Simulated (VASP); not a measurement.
Crystal: Rh.

```xyz
1
Lattice="0.0000 1.9030 1.9030 1.9030 0.0000 1.9030 1.9030 1.9030 0.0000" Properties=species:S:1:pos:R:3 pbc="T T T"
Rh    0.0000    0.0000    0.0000
```

```yaml
Program: VASP 6.6.1
Task: relaxation of cell and atoms
Functional: PBE
Potentials_or_basis: VASP PAW PBE potentials, release 64 (Rh_pv)
Cutoff: 600 eV
k_mesh: 18 × 18 × 18
Occupations: gaussian, width 0.1 eV
Spin: no spin polarisation
```

At the start: pressure 5.0 GPa; volume 13.78 Å³/atom.

**Question.** How do energy, volume and symmetry change on relaxing?

**Answer.** Over 3 steps the energy falls by 3.9 meV/atom and the volume is 14.04 Å³/atom (+1.9 %); space group Fm-3m (No. 225, to 0.05 Å).

Step by step:
| step | energy change (eV) | largest force (eV/Å) | pressure (GPa) | volume (Å³) |
| --- | --- | --- | --- | --- |
| 1 | 0.0000 | 0.0000 | 4.99 | 13.78 |
| 2 | 0.0161 | 0.0000 | -9.95 | 14.66 |
| 3 | -0.0039 | 0.0000 | -0.03 | 14.04 |

Final structure:
```xyz
1
Lattice="0.0000 1.9149 1.9149 1.9149 0.0000 1.9149 1.9149 1.9149 0.0000" Properties=species:S:1:pos:R:3 pbc="T T T"
Rh    0.0000    0.0000    0.0000
```
